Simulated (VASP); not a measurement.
Here is a VASP 6.6.1 calculation.

Contents of INCAR:

```
SYSTEM = Be2H
PREC = Accurate ; ENCUT = 520
EDIFF = 1E-6 ; ISMEAR = 0
SIGMA = 0.1 ; LREAL = .FALSE.
LASPH = .TRUE. ; NELM = 100
ALGO = Normal ; ISIF = 2
LWAVE = .FALSE. ; LCHARG = .FALSE.
GGA = PE ; NBANDS = 10
```

KPOINTS

```
regular mesh
0
G
  8 8 4
  0 0 0
```

File POSCAR:

```
Be2H
1.0
    2.3607953067      0.0000000000      0.0000000000
    0.0000000000      2.3607953067      0.0000000000
    0.0000000000      0.0000000000      4.0984762875
Be H
2 1
Direct
    0.5000000000      0.5000000000      0.2522599534
    0.5000000000      0.5000000000      0.7477400466
    0.0000000000      0.0000000000      0.0000000000
```

Potentials or basis: VASP PAW PBE potentials, release 64 (Be, H).

The run is started by

```bash
$ cat potpaw_PBE.64/Be/POTCAR potpaw_PBE.64/H/POTCAR > POTCAR
$ mpirun -np 1 vasp_std > vasp.out
```

Task: Estimate the pressure.

Result: 0.2 GPa.

Task: Predict the largest force.

Result: 0.035 eV/Å.

Forces on the atoms (eV/Å):
```
Be   0.000  0.000 -0.035
Be   0.000  0.000  0.035
H    0.000  0.000  0.000
```

Caveat: the k points lie up to 0.38 Å⁻¹ apart.
